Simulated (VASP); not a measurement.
# Hf (P6/mmm) in VASP: notebook

Hf is run at these levels: PBE; tasks: single point.

Program: VASP 6.6.1. These are calculated values, not measurements. Logs are shortened: lines on timing, memory, paths and dates and some standing lists are left out, and cuts for length are marked.

## Step 1: The cell of the first run

The structure is hexagonal, space group P6/mmm (No. 191). The conventional cell has a = 4.701 Å, b = 4.701 Å, c = 2.923 Å, α = 90.00°, β = 90.00°, γ = 120.00°. Within 3.6 Å of Hf (site symmetry -6m2) lie 11 Hf at 2.71 to 3.08 Å. Within 3.9 Å of Hf (site symmetry 6/mmm) lie 14 Hf at 2.92 to 3.08 Å.

## Step 2: Single point, PBE

Contents of INCAR:

```
  ALGO = Normal
  EDIFF = 1E-6
  ENCUT = 520
  GGA = PE
  ISIF = 2
  ISMEAR = 0
  LASPH = True
  LCHARG = False
  LREAL = False
  LWAVE = False
  NBANDS = 22
  NELM = 100
  PREC = Accurate
  SIGMA = 0.05
```

Contents of KPOINTS:

```
k-points
0
Gamma
  9 9 12
```

Contents of POSCAR:

```
Hf
1.0
    4.7006571595      0.0000000000      0.0000000000
   -2.3503285797      4.0708885145      0.0000000000
    0.0000000000      0.0000000000      2.9234897830
Hf
3
Direct
    0.6666666700      0.3333333300      0.5000000000
    0.3333333300      0.6666666700      0.5000000000
    0.0000000000      0.0000000000      0.0000000000
```

Potentials or basis: VASP PAW PBE potentials, release 64 (Hf_pv).

Command:

```console
$ cat potpaw_PBE.64/Hf_pv/POTCAR > POTCAR
$ mpirun -np 1 vasp_std > vasp.out
```

OUTCAR:

```text
EDIFF = 1E-6
   ENCUT = 520
   GGA = PE
   ISIF = 2
   ISMEAR = 0
   LASPH = True
   LREAL = False
   NELM = 100
   PREC = Accurate

 ion  position               nearest neighbor table
   1  0.667  0.333  0.500-   2 2.71   2 2.71   2 2.71   3 3.08   3 3.08   3 3.08   3 3.08   3 3.08
                             3 3.08
   2  0.333  0.667  0.500-   1 2.71   1 2.71   1 2.71   3 3.08   3 3.08   3 3.08   3 3.08   3 3.08
                             3 3.08
   3  0.000  0.000  0.000-   1 3.08   2 3.08   1 3.08   2 3.08   2 3.08   2 3.08   1 3.08   1 3.08
                             1 3.08   1 3.08   2 3.08   2 3.08

  LATTYP: Found a hexagonal cell.
 ALAT       =     4.7006571595
 C/A-ratio  =     0.6219321435

  Lattice vectors:

 A1 = (   4.7006571595,   0.0000000000,   0.0000000000)
 A2 = (  -2.3503285797,   4.0708885145,   0.0000000000)
 A3 = (   0.0000000000,   0.0000000000,   2.9234897830)

Analysis of symmetry for initial positions (statically):
=====================================================================
 Subroutine PRICEL returns:
 Original cell was already a primitive cell.

 Routine SETGRP: Setting up the symmetry group for a
 hexagonal supercell.

 Subroutine GETGRP returns: Found 24 space group operations
 (whereof 24 operations were pure point group operations)
 out of a pool of 24 trial point group operations.

The static configuration has the point symmetry D_6h.

Analysis of symmetry for dynamics (positions and initial velocities):
=====================================================================
 Subroutine PRICEL returns:
 Original cell was already a primitive cell.

 Routine SETGRP: Setting up the symmetry group for a
 hexagonal supercell.

 Subroutine GETGRP returns: Found 24 space group operations
 (whereof 24 operations were pure point group operations)
 out of a pool of 24 trial point group operations.

The dynamic configuration has the point symmetry D_6h.

 Subroutine INISYM returns: Found 24 space group operations
 (whereof 24 operations are pure point group operations),
 and found     1 'primitive' translations

----------------------------------------------------------------------------------------

                                     Primitive cell

  volume of cell :      55.9435

  direct lattice vectors                    reciprocal lattice vectors
[... 86 lines left out ...]
   LASPH  =      T    aspherical Exc in radial PAW
   ENCUT  =  520.0 eV  38.22 Ry    6.18 a.u.   8.74  8.74  5.44*2*pi/ulx,y,z
   NELM   =    100;   NELMIN=  2; NELMDL= -5     # of ELM steps
   EDIFF  = 0.1E-05   stopping-criterion for ELM
   LREAL  =      F    real-space projection
   EDIFFG = 0.1E-04   stopping-criterion for IOM
   NSW    =      0    number of steps for IOM
   IBRION =     -1    ionic relax: 0-MD 1-quasi-New 2-CG
   NFREE  =      0    steps in history (QN), initial steepest desc. (CG)
   ISIF   =      2    stress and relaxation
   ISYM   =      2    0-nonsym 1-usesym 2-fastsym
   POTIM  = 0.5000    time-step for ionic-motion
   TEBEG  =    0.0;   TEEND  =   0.0 temperature during run
   PSTRESS=    0.0 pullay stress
   NELECT =      30.0000    total number of electrons
   NUPDOWN=      -1.0000    fix difference up-down
   EMIN   =  10.00;   EMAX   =-10.00  energy-range for DOS
   EFERMI =   0.00;   METHOD = LEGACY
   ISMEAR =     0;   SIGMA  =   0.05  broadening in eV -4-tet -1-fermi 0-gaus
   EFERMI_NEDOS =   21; number of points for ismear=-14 and -15
   IALGO  =     38    algorithm
   IMIX   =      4    mixing-type and parameters
     AMIX     =   0.40;   BMIX     =  1.00
     AMIX_MAG =   1.60;   BMIX_MAG =  1.00
  volume/ion in A,a.u.               =      18.65       125.84
  Fermi-wavevector in a.u.,A,eV,Ry     =   1.330042  2.513416 24.068877  1.769013
  Thomas-Fermi vector in A             =   2.459159
   LORBIT       =      0    0 simple, 1 ext, 2 COOP (PROOUT), +10 PAW based schemes
   GGA     = PE    functional components
   LHFCALC =     F    Hartree Fock is set to
   AEXX    =    0.0000 exact exchange contribution
   IVDW    =     0    specifies the selected vdW correction
   LEPSILON=     F    determine dielectric tensor
   LRPA    =     F    only Hartree local field effects (RPA)
 non-spin polarized calculation
 Gauss-broadening in eV      SIGMA  =   0.05
  energy-cutoff  :      520.00
  volume of cell :       55.94
 maximum number of plane-waves:      1529
 NGX is ok and might be reduce to    36
   NGX = 17   NGY = 17   NGZ = 11

 number of electron      29.9999999 magnetization

 Free energy of the ion-electron system (eV)
  ---------------------------------------------------
  ext. energy  EPLUGINS =         0.00000000
  ---------------------------------------------------
  free energy    TOTEN  =       -28.88346807 eV

  energy without entropy =      -28.88141426  energy(sigma->0) =      -28.88244117

 E-fermi :   6.0581     XC(G=0): -12.1407

 val. band max:        6.0281197536   @ k =   0.1111  -0.0000   0.0000
 cond. band min:       6.0647787362   @ k =   0.3333   0.3333   0.0000
 fundamental gap:      0.0366589826
 Fermi energy:         6.0580935095

 k-point     1 :       0.0000    0.0000    0.0000
  band No.  band energies     occupation
      1     -24.5134      2.00000
      2     -24.5134      2.00000
      3     -24.3672      2.00000
      4     -24.3672      2.00000
      5     -23.7474      2.00000
      6     -23.3963      2.00000
[... 589 lines left out ...]
     21       9.1732      0.00000
     22      11.5811      0.00000

 [... further k-points ...]

------------------------ aborting loop because EDIFF is reached ----------------------------------------

  FORCE on cell =-STRESS in cart. coord.  units (eV):
  Direction    XX          YY          ZZ          XY          YZ          ZX
  --------------------------------------------------------------------------------------
  -------------------------------------------------------------------------------------
  Total        8.9286792      8.9286792      9.3459538      0.0000000      0.0000000      0.0000000
  in kB      255.7104270    255.7104269    267.6608467      0.0000000      0.0000000      0.0000000
  external PRESSURE =     259.6939002 kB  Pullay stress =       0.0000000 kB

 VOLUME and BASIS-vectors are now :
 -----------------------------------------------------------------------------
  energy-cutoff  :      520.00
  volume of cell :       55.94
      direct lattice vectors                 reciprocal lattice vectors
     4.700657160  0.000000000  0.000000000     0.212736212  0.122823310  0.000000000
    -2.350328580  4.070888514  0.000000000     0.000000000  0.245646619  0.000000000
     0.000000000  0.000000000  2.923489783     0.000000000  0.000000000  0.342056951

 POSITION                                       TOTAL-FORCE (eV/Angst)
 -----------------------------------------------------------------------------------
      2.35033      1.35696      1.46174        -0.000000      0.000000      0.000000
     -0.00000      2.71393      1.46174         0.000000     -0.000000      0.000000
      0.00000      0.00000      0.00000        -0.000000      0.000000      0.000000
 -----------------------------------------------------------------------------------
    total drift:                               -0.000000      0.000000      0.000000

  FREE ENERGIE OF THE ION-ELECTRON SYSTEM (eV)
  ---------------------------------------------------
  free  energy   TOTEN  =       -28.8834680726 eV

  energy  without entropy=      -28.8814142597  energy(sigma->0) =      -28.88244117
```

It took 65 s on 1 thread of Intel Xeon Platinum 8259CL at 2.50GHz (Skylake/Cascade Lake), shared host; peak memory 0.23 GiB.

Results:

| Item | Value |
| --- | --- |
| Free energy | -28.8835 eV |
| Pressure | 26.0 GPa |
| Band gap on the k mesh | zero (band 15 reaches 6.59 eV, above the bottom of band 16 at 5.52 eV) |

Stress tensor (GPa, compression positive):
```
25.57  0.00  0.00
 0.00 25.57  0.00
 0.00  0.00 26.77
```

Caveat: spin-orbit coupling is left out, which moves the levels of the heavy elements.

## Step 3: Single point, PBE

This run uses another cell than the first one, of 21.94 Å³/atom, 1.176 times its volume.

Contents of INCAR:

```
PREC = Accurate
ENCUT = 520
EDIFF = 1E-7
ISMEAR = 0
SIGMA = 0.05
LREAL = False
LASPH = True
NELM = 60
ALGO = Normal
ISIF = 2
LWAVE = False
LCHARG = False
GGA = PE
NBANDS = 22
```

Contents of KPOINTS:

```
Automatic mesh
0
Gamma
  9 9 12
```

Contents of POSCAR:

```
Hf
1.0
    4.9623295440      0.0000000000      0.0000000000
   -2.4811647720      4.2975034470      0.0000000000
    0.0000000000      0.0000000000      3.0862322500
Hf
3
Direct
    0.6666666700      0.3333333300      0.5000000000
    0.3333333300      0.6666666700      0.5000000000
    0.0000000000      0.0000000000      0.0000000000
```

Potentials or basis: VASP PAW PBE potentials, release 64 (Hf_pv).

Command:

```console
$ cat potpaw_PBE.64/Hf_pv/POTCAR > POTCAR
$ mpirun -np 1 vasp_std > vasp.out
```

OUTCAR:

```text
PREC = Accurate
   ENCUT = 520
   EDIFF = 1E-7
   ISMEAR = 0
   LREAL = False
   LASPH = True
   NELM = 60
   ISIF = 2
   GGA = PE

 ion  position               nearest neighbor table
   1  0.667  0.333  0.500-   2 2.87   2 2.87   2 2.87   3 3.25   3 3.25   3 3.25   3 3.25   3 3.25
                             3 3.25
   2  0.333  0.667  0.500-   1 2.87   1 2.87   1 2.87   3 3.25   3 3.25   3 3.25   3 3.25   3 3.25
                             3 3.25
   3  0.000  0.000  0.000-   1 3.25   2 3.25   1 3.25   2 3.25   2 3.25   2 3.25   1 3.25   1 3.25
                             1 3.25   1 3.25   2 3.25   2 3.25

  LATTYP: Found a hexagonal cell.
 ALAT       =     4.9623295440
 C/A-ratio  =     0.6219321435

  Lattice vectors:

 A1 = (   4.9623295440,   0.0000000000,   0.0000000000)
 A2 = (  -2.4811647720,   4.2975034470,   0.0000000000)
 A3 = (   0.0000000000,   0.0000000000,   3.0862322500)

Analysis of symmetry for initial positions (statically):
=====================================================================
 Subroutine PRICEL returns:
 Original cell was already a primitive cell.

 Routine SETGRP: Setting up the symmetry group for a
 hexagonal supercell.

 Subroutine GETGRP returns: Found 24 space group operations
 (whereof 24 operations were pure point group operations)
 out of a pool of 24 trial point group operations.

The static configuration has the point symmetry D_6h.

Analysis of symmetry for dynamics (positions and initial velocities):
=====================================================================
 Subroutine PRICEL returns:
 Original cell was already a primitive cell.

 Routine SETGRP: Setting up the symmetry group for a
 hexagonal supercell.

 Subroutine GETGRP returns: Found 24 space group operations
 (whereof 24 operations were pure point group operations)
 out of a pool of 24 trial point group operations.

The dynamic configuration has the point symmetry D_6h.

 Subroutine INISYM returns: Found 24 space group operations
 (whereof 24 operations are pure point group operations),
 and found     1 'primitive' translations

----------------------------------------------------------------------------------------

                                     Primitive cell

  volume of cell :      65.8158

  direct lattice vectors                    reciprocal lattice vectors
     4.962329544  0.000000000  0.000000000     0.201518257  0.116346620  0.000000000
    -2.481164772  4.297503447  0.000000000     0.000000000  0.232693240  0.000000000
     0.000000000  0.000000000  3.086232250     0.000000000  0.000000000  0.324019685

  length of vectors
     4.962329544  4.962329544  3.086232250     0.232693240  0.232693240  0.324019685

  position of ions in fractional coordinates (direct lattice)
     0.666666670  0.333333330  0.500000000
     0.333333330  0.666666670  0.500000000
     0.000000000  0.000000000  0.000000000

  ion indices of the primitive-cell ions
   primitive index   ion index
                 1           1
                 2           2
                 3           3

----------------------------------------------------------------------------------------

 KPOINTS: Automatic mesh

Automatic generation of k-mesh.
 Grid dimensions read from file:
 generate k-points for:    9    9   12

 Generating k-lattice:

  Cartesian coordinates                     Fractional coordinates (reciprocal lattice)
     0.022390917  0.012927402  0.000000000     0.111111111  0.000000000  0.000000000
     0.000000000  0.025854804  0.000000000     0.000000000  0.111111111  0.000000000
     0.000000000  0.000000000  0.027001640     0.000000000  0.000000000  0.083333333

  Length of vectors
     0.025854804  0.025854804  0.027001640

  Shift w.r.t. Gamma in fractional coordinates (k-lattice)
     0.000000000  0.000000000  0.000000000

 Subroutine IBZKPT returns following result:
 ===========================================

 Found     84 irreducible k-points:

 Following reciprocal coordinates:
            Coordinates               Weight
  0.000000  0.000000  0.000000      1.000000
  0.111111 -0.000000  0.000000      6.000000
  0.222222 -0.000000  0.000000      6.000000
  0.333333  0.000000  0.000000      6.000000
  0.444444 -0.000000  0.000000      6.000000
  0.111111  0.111111  0.000000      6.000000
[... 16 lines left out ...]
  0.333333  0.222222  0.083333     24.000000
  0.333333  0.333333  0.083333      4.000000
 [... further k-points ...]
   k-points           NKPTS =     84   k-points in BZ     NKDIM =     84   number of bands    NBANDS=     22
   number of dos      NEDOS =    301   number of ions     NIONS =      3
   total plane-waves  NPLWV =  38400
   dimension x,y,z NGX =    40 NGY =   40 NGZ =   24
   dimension x,y,z NGXF=    80 NGYF=   80 NGZF=   48
   ions per type =               3
   NGX,Y,Z   is equivalent  to a cutoff of  13.40, 13.40, 12.93 a.u.
   NGXF,Y,Z  is equivalent  to a cutoff of  26.80, 26.80, 25.86 a.u.
 SYSTEM =  unknown system
   PREC   = accura    normal or accurate (medium, high low for compatibility)
   ISTART =      0    job   : 0-new  1-cont  2-samecut
   ICHARG =      2    charge: 1-file 2-atom 10-const
   ISPIN  =      1    spin polarized calculation?
   LNONCOLLINEAR =      F non collinear calculations
   LSORBIT =      F    spin-orbit coupling
   LASPH  =      T    aspherical Exc in radial PAW
   ENCUT  =  520.0 eV  38.22 Ry    6.18 a.u.   9.23  9.23  5.74*2*pi/ulx,y,z
   NELM   =     60;   NELMIN=  2; NELMDL= -5     # of ELM steps
   EDIFF  = 0.1E-06   stopping-criterion for ELM
   LREAL  =      F    real-space projection
   EDIFFG = 0.1E-05   stopping-criterion for IOM
   NSW    =      0    number of steps for IOM
   IBRION =     -1    ionic relax: 0-MD 1-quasi-New 2-CG
   NFREE  =      0    steps in history (QN), initial steepest desc. (CG)
   ISIF   =      2    stress and relaxation
   ISYM   =      2    0-nonsym 1-usesym 2-fastsym
   POTIM  = 0.5000    time-step for ionic-motion
   TEBEG  =    0.0;   TEEND  =   0.0 temperature during run
   PSTRESS=    0.0 pullay stress
   NELECT =      30.0000    total number of electrons
   NUPDOWN=      -1.0000    fix difference up-down
   EMIN   =  10.00;   EMAX   =-10.00  energy-range for DOS
   EFERMI =   0.00;   METHOD = LEGACY
   ISMEAR =     0;   SIGMA  =   0.05  broadening in eV -4-tet -1-fermi 0-gaus
   EFERMI_NEDOS =   21; number of points for ismear=-14 and -15
   IALGO  =     38    algorithm
   IMIX   =      4    mixing-type and parameters
     AMIX     =   0.40;   BMIX     =  1.00
     AMIX_MAG =   1.60;   BMIX_MAG =  1.00
  volume/ion in A,a.u.               =      21.94       148.05
  Fermi-wavevector in a.u.,A,eV,Ry     =   1.259907  2.380879 21.597416  1.587365
  Thomas-Fermi vector in A             =   2.393443
   LORBIT       =      0    0 simple, 1 ext, 2 COOP (PROOUT), +10 PAW based schemes
   GGA     = PE    functional components
   LHFCALC =     F    Hartree Fock is set to
   AEXX    =    0.0000 exact exchange contribution
   IVDW    =     0    specifies the selected vdW correction
   LEPSILON=     F    determine dielectric tensor
   LRPA    =     F    only Hartree local field effects (RPA)
 non-spin polarized calculation
 Gauss-broadening in eV      SIGMA  =   0.05
  energy-cutoff  :      520.00
  volume of cell :       65.82
 maximum number of plane-waves:      1792
 NGX is ok and might be reduce to    40
   NGX = 19   NGY = 19   NGZ = 11

 number of electron      30.0000003 magnetization

 Free energy of the ion-electron system (eV)
  ---------------------------------------------------
  ext. energy  EPLUGINS =         0.00000000
  ---------------------------------------------------
  free energy    TOTEN  =       -29.64221924 eV

  energy without entropy =      -29.63973773  energy(sigma->0) =      -29.64097849

 E-fermi :   4.8660     XC(G=0): -11.3717

 val. band max:        4.8442186699   @ k =   0.3333   0.3333   0.1667
 cond. band min:       4.8746146323   @ k =   0.3333   0.3333   0.2500
 fundamental gap:      0.0303959624
 Fermi energy:         4.8659959173

 k-point     1 :       0.0000    0.0000    0.0000
  band No.  band energies     occupation
      1     -25.8373      2.00000
      2     -25.8373      2.00000
      3     -25.7826      2.00000
      4     -25.7826      2.00000
      5     -25.4232      2.00000
      6     -25.1757      2.00000
[... 574 lines left out ...]
      6     -25.3388      2.00000
[... 14 lines left out ...]
     21       7.5780      0.00000
     22       9.5945      0.00000

 [... further k-points ...]

------------------------ aborting loop because EDIFF is reached ----------------------------------------

  FORCE on cell =-STRESS in cart. coord.  units (eV):
  Direction    XX          YY          ZZ          XY          YZ          ZX
  --------------------------------------------------------------------------------------
  -------------------------------------------------------------------------------------
  Total        0.6296930      0.6296930      0.5257917      0.0000000     -0.0000000      0.0000000
  in kB       15.3288290     15.3288290     12.7995259      0.0000000     -0.0000000      0.0000000
  external PRESSURE =      14.4857280 kB  Pullay stress =       0.0000000 kB

 VOLUME and BASIS-vectors are now :
 -----------------------------------------------------------------------------
  energy-cutoff  :      520.00
  volume of cell :       65.82
      direct lattice vectors                 reciprocal lattice vectors
     4.962329544  0.000000000  0.000000000     0.201518257  0.116346620  0.000000000
    -2.481164772  4.297503447  0.000000000     0.000000000  0.232693240  0.000000000
     0.000000000  0.000000000  3.086232250     0.000000000  0.000000000  0.324019685

 POSITION                                       TOTAL-FORCE (eV/Angst)
 -----------------------------------------------------------------------------------
      2.48116      1.43250      1.54312         0.000000     -0.000000     -0.000000
     -0.00000      2.86500      1.54312        -0.000000      0.000000      0.000000
      0.00000      0.00000      0.00000        -0.000000      0.000000      0.000000
 -----------------------------------------------------------------------------------
    total drift:                                0.000000     -0.000000      0.000000

  FREE ENERGIE OF THE ION-ELECTRON SYSTEM (eV)
  ---------------------------------------------------
  free  energy   TOTEN  =       -29.6422192427 eV

  energy  without entropy=      -29.6397377276  energy(sigma->0) =      -29.64097849
```

stdout:

```text
POSCAR found type information on POSCAR Hf
 POSCAR found :  1 types and       3 ions
 scaLAPACK will be used
 LDA part: xc-table for (Slater+PW92), standard interpolation
 POSCAR, INCAR and KPOINTS ok, starting setup
 FFT: planning ... GRIDC
 FFT: planning ... GRID_SOFT
 FFT: planning ... GRID
 WAVECAR not read
 entering main loop
```

Wall time 96 s (1 thread of Intel Xeon Platinum 8259CL at 2.50GHz (Skylake/Cascade Lake), shared host); peak memory 0.24 GiB.

What came out:

```
Free energy            : -29.6422 eV
Pressure               : 1.4 GPa
Band gap on the k mesh : zero (band 15 reaches 5.17 eV, above the bottom of band 16 at 4.26 eV)
```

Stress tensor (GPa, compression positive):
```
1.53 0.00 0.00
0.00 1.53 0.00
0.00 0.00 1.28
```

Levels at points of the mesh, in eV from the Fermi level:
```tsv
k point	band 13	band 14	band 15	band 16	band 17	band 18
(0.00, 0.00, 0.00)	-0.64	-0.62	-0.61	-0.61	1.12	2.15
(0.00, 0.00, 0.50)	-2.20	-1.90	-1.90	1.39	1.39	2.03
```

Caveat: spin-orbit coupling is left out, which moves the levels of the heavy elements.
